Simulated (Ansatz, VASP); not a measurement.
# One calculation of Ge3S, two programs

```
Ge S
1.0
     6.76930    0.00000    0.00000
    -3.38465    5.86238    0.00000
     0.00000    0.00000    4.24871
Ge S
6 2
Direct
  0.00000 0.73437 0.50000
  0.00000 0.26563 0.00000
  0.73437 0.73437 0.00000
  0.73437 0.00000 0.50000
  0.26563 0.26563 0.50000
  0.26563 0.00000 0.00000
  0.66667 0.33333 0.75000
  0.33333 0.66667 0.25000
```

Change from the starting cell: species swapped into the Ni3N type (P6_322, No. 182).

Alike in both runs: functional PBE; k mesh 6 × 6 × 10; occupations gaussian, width 0.1 eV; no spin polarisation.

Ansatz relaxed the structure, and its values are those at the end. VASP's run is a single point on that final structure, the one shown.

|  | VASP | Ansatz |
| --- | --- | --- |
| version | VASP 6.6.1 | Ansatz 0.2.0 |
| potentials or method | VASP PAW PBE potentials, release 64 (Ge_d, S), cutoff 520 eV | scalar-relativistic, plane waves, PAW |
| valence electrons in the cell | 96 | 96 |

```tsv
	VASP	Ansatz	Ansatz less VASP
gap on the k mesh at the Fermi level (eV)	none	none	-
pressure (GPa)	0.0	0.0	0.00
```

A gap of «none» marks a metal or a gap that the smearing closes.
